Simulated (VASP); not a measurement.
Crystal: BaTiO3.

```
CELL_PARAMETERS angstrom
3.72890 -0.42193 0.02237
-0.28447 3.27547 3.11008
0.31643 -2.75371 2.58992
ATOMIC_POSITIONS crystal
Ba 0.00364 0.99727 0.99850
Ti 0.50025 0.51161 0.51018
O 0.99835 0.49282 0.49504
O 0.49991 0.50154 0.99454
O 0.49786 0.99299 0.49796
```

Program: VASP 6.6.1. Alike in all runs: task single point; potentials or basis VASP PAW PBE potentials, release 64 (Ba_sv, Ti_sv, O); no spin polarisation; cell as given; cutoff (eV) 520; smearing fermi-dirac 0.05 eV.

Q: Order these runs on this cell by their band gap on the k mesh, lowest first.
A. level PBE; k mesh 6 × 5 × 6
B. level PBE+U; U Ti d U = 5.0 eV; k mesh 7 × 6 × 7
C. level PBE+U; U Ti d U = 8.0 eV; k mesh 7 × 6 × 7

A: A (0.52 eV), B (0.99 eV), C (1.32 eV).

Caveats: spin-orbit coupling is left out, which moves the levels of the heavy elements; an odd mesh through Γ misses points on the zone boundary, where band edges can lie; forces of over 1 eV/Å act on the atoms, so gaps and moduli don't describe the material at rest (at least some runs).

A k mesh can miss the band edges, odd and even meshes differently.
